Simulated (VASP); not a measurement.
Wanted: the native input for a VASP 6.6.1 run.

- Task: single point
- Functional: PBE
- Dispersion: D3(BJ)
- Potentials or basis: VASP PAW PBE potentials, release 64 (Ba_sv, Te)
- Cutoff: 500 eV
- k mesh: 4 × 4 × 4
- Occupations: gaussian, width 0.01 eV
- Spin: no spin polarisation
- Dipole correction: no
- Further INCAR settings: ALGO = Normal; EDIFF = 1e-06; NBANDS = 15

The structure of BaTe lies in POSCAR:

```
BaTe
1.0
    0.0000000000      3.4400456010      3.4400456010
    3.4400456010      0.0000000000      3.4400456010
    3.4400456010      3.4400456010      0.0000000000
Ba Te
1 1
Direct
    0.0000000000      0.0000000000      0.0000000000
    0.5000000000      0.5000000000      0.5000000000
```

One way to write it, as run:

INCAR

```
PREC = Accurate ; ENCUT = 500
EDIFF = 1E-6 ; ISMEAR = 0
SIGMA = 0.01 ; LREAL = False
LASPH = True ; NELM = 120
ALGO = Normal ; ISIF = 2
LWAVE = False ; LCHARG = False
GGA = PE ; IVDW = 12
NBANDS = 15 ; GGA_COMPAT = False
```

KPOINTS

```
Automatic mesh
0
Gamma
  4 4 4
```

Potentials or basis: VASP PAW PBE potentials, release 64 (Ba_sv, Te).

Run with:

```sh
$ cat potpaw_PBE.64/Ba_sv/POTCAR potpaw_PBE.64/Te/POTCAR > POTCAR
$ mpirun -np 1 vasp_std > vasp.out
```

Results of the run:

```json
{
  "Pressure": "1.8 GPa",
  "Band gap on the k mesh": "1.39 eV, indirect (least direct gap 1.77 eV)",
  "Dispersion energy per atom": "-0.330 eV"
}
```

Caveat: spin-orbit coupling is left out, which moves the levels of the heavy elements.

It took 13 s on 1 thread of Intel Xeon 6455B, on a shared host, peak memory 0.21 GiB.
